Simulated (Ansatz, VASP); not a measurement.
## One calculation of WSe2, two programs

File INCAR:

```
ALGO = Normal ; EDIFF = 1E-6
ENCUT = 520 ; GGA = PS
ISIF = 2 ; ISMEAR = 0
LASPH = True ; LCHARG = True
LELF = True ; LREAL = False
LVHAR = True ; LWAVE = False
NBANDS = 35 ; NELM = 60
PREC = Accurate ; SIGMA = 0.02
```

The input KPOINTS:

```
k-points
0
Gamma
  12 12 2
```

File POSCAR:

```
WSe2
1.0
    3.2706140677      0.0000000000      0.0000000000
   -1.6353070338      2.8324348686      0.0000000000
    0.0000000000      0.0000000000     23.9834861921
W Se
2 4
Direct
    0.6666666667      0.3333333333      0.1376486585
    0.3333333333      0.6666666667      0.8623513415
    0.3333333333      0.6666666667      0.2073654521
    0.6666666667      0.3333333333      0.9321646897
    0.3333333333      0.6666666667      0.0678353103
    0.6666666667      0.3333333333      0.7926345479
```

Input for Ansatz:

```yaml
crystal:
  lattice:
    - [3.2706140677, 0.0, 0.0]
    - [-1.6353070338, 2.8324348686, 0.0]
    - [0.0, 0.0, 23.9834861921]
  atoms:
    - { symbol: W, position: [0.6666666667, 0.3333333333, 0.1376486585] }
    - { symbol: W, position: [0.3333333333, 0.6666666667, 0.8623513415] }
    - { symbol: Se, position: [0.3333333333, 0.6666666667, 0.2073654521] }
    - { symbol: Se, position: [0.6666666667, 0.3333333333, 0.9321646897] }
    - { symbol: Se, position: [0.3333333333, 0.6666666667, 0.0678353103] }
    - { symbol: Se, position: [0.6666666667, 0.3333333333, 0.7926345479] }
basis:
  ecutwfc: 420
kpoints:
  mp_grid: { grid: [12, 12, 2] }
  band_path:
    path:
      - [[0.0, 0.0, 0.0], [0.5, 0.0, 0.0], [0.33333333, 0.33333333, 0.0], [0.0, 0.0, 0.0], [0.0, 0.0, 0.5], [0.5, 0.0, 0.5], [0.33333333, 0.33333333, 0.5], [0.0, 0.0, 0.5]]
      - [[0.5, 0.0, 0.5], [0.5, 0.0, 0.0]]
      - [[0.33333333, 0.33333333, 0.5], [0.33333333, 0.33333333, 0.0]]
    npoints: 14
hamiltonian:
  xc: pbesol
scf:
  occupations: { method: gaussian, width: 0.02 }
  n_extra_bands: 15
output:
  forces: true
  stress: true
  eigenvalues: true
  populations: true
  dos: { projected: true, de: 0.02, nscf_kmesh: { grid: [18, 18, 3] } }
  bader: true
```

Alike in both runs: task single point; functional PBEsol; k mesh 12 × 12 × 2; occupations gaussian, width 0.02 eV; no spin polarisation.

|  | VASP | Ansatz |
| --- | --- | --- |
| version | VASP 6.6.1 | Ansatz 0.2.0 |
| potentials or method | VASP PAW PBE potentials, release 64 (W_sv, Se), cutoff 520 eV | scalar-relativistic, plane waves, PAW |
| valence electrons in the cell | 52 | 92 |

```csv
,VASP,Ansatz,Ansatz less VASP
gap on the k mesh at the Fermi level (eV),1.42,1.42,-0.001
least direct gap on the mesh (eV),1.64,1.65,+0.003
rms of the force components (eV/Å),0.031,0.002,-0.0288
```

VASP's potentials were made for PBE, not for PBEsol. Atom by atom the forces differ by 0.029 eV/Å (rms over components). VASP's potentials hold 52 valence electrons a cell and Ansatz's 92, so a difference there can come from the potentials and not from the codes.

Neither program's run includes spin-orbit coupling.
